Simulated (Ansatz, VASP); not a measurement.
Two plane-wave programs on Ni

The input INCAR:

```
PREC     = Accurate       # precision mode
ENCUT    = 520            # plane-wave cutoff, eV
EDIFF    = 1E-6           # SCF threshold, eV
ISMEAR   = 0              # smearing method
SIGMA    = 0.15           # smearing width, eV
LREAL    = False          # projectors in reciprocal space
LASPH    = True           # aspherical terms in the spheres
NELM     = 150            # most SCF steps
ALGO     = Fast           # electronic algorithm
ISIF     = 2              # what is computed and relaxed
LWAVE    = False          # write WAVECAR
LCHARG   = True           # write CHGCAR
ISPIN    = 2              # spin polarisation
MAGMOM   = 0.81           # initial moments
LORBIT   = 11             # projections on sites
LMAXMIX  = 4              # l up to which the mixer works
GGA      = PS             # functional
LELF     = True           # ELF
LVHAR    = True         
NBANDS   = 15             # bands
```

File KPOINTS:

```
Automatic mesh
0
Gamma
  22 22 22
```

The input POSCAR:

```
Ni
1.0
    0.0000000000      1.6972320000      1.6265140000
    1.6972320000      0.0000000000      1.6265140000
    1.6972320000      1.6972320000      0.0000000000
Ni
1
Direct
    0.0000000000      0.0000000000      0.0000000000
```

Input for Ansatz:

```yaml
crystal:
  lattice:
    - [0.0, 1.697232, 1.626514]
    - [1.697232, 0.0, 1.626514]
    - [1.697232, 1.697232, 0.0]
  atoms:
    - { symbol: Ni, position: [0.0, 0.0, 0.0], spin: 0.81 }
basis:
  ecutwfc: 420
kpoints:
  mp_grid: { grid: [22, 22, 22] }
hamiltonian:
  xc: pbesol
scf:
  occupations: { method: gaussian, width: 0.15 }
output:
  forces: true
  stress: true
  eigenvalues: true
  populations: true
magnetization:
  spin_polarized: true
```

Change from the starting cell: strain -0.040 along x and y, -0.080 along z, atoms carried along.

Alike in both runs: task single point; functional PBEsol; k mesh 22 × 22 × 22; occupations gaussian, width 0.15 eV; collinear spin.

```csv
,VASP,Ansatz
version,VASP 6.6.1,Ansatz 0.2.0
potentials or method,"VASP PAW PBE potentials, release 64 (Ni), cutoff 520 eV","scalar-relativistic, plane waves, PAW"
valence electrons in the cell,10,18
```

Ansatz gave:

| Property | Result |
| --- | --- |
| gap on the k mesh at the Fermi level (eV) | none |
| pressure (GPa) | 30.5 |
| traceless stress, the component that is largest in VASP (GPa) | 4.27 |
| net moment per atom (μB) | 0.59 |
| size of the moment on the site where the two differ most (μB) | 0.62 |

Problem. Estimate VASP's values.

Solution. gap on the k mesh at the Fermi level (eV): none; pressure (GPa): 30.0; traceless stress, the component that is largest in VASP (GPa): 4.11; net moment per atom (μB): 0.58; size of the moment on the site where the two differ most (μB): 0.57.

VASP's potentials were made for PBE, not for PBEsol. Site moments also hang on the region over which each program counts them. A gap of «none» marks a metal or a gap that the smearing closes. Both programs put the cell under a high pressure, so it lies far from rest at this level. With one functional, cell and mesh, what is left measures potentials, basis and numerics. VASP's potentials hold 10 valence electrons a cell and Ansatz's 18, so a difference there can come from the potentials and not from the codes.
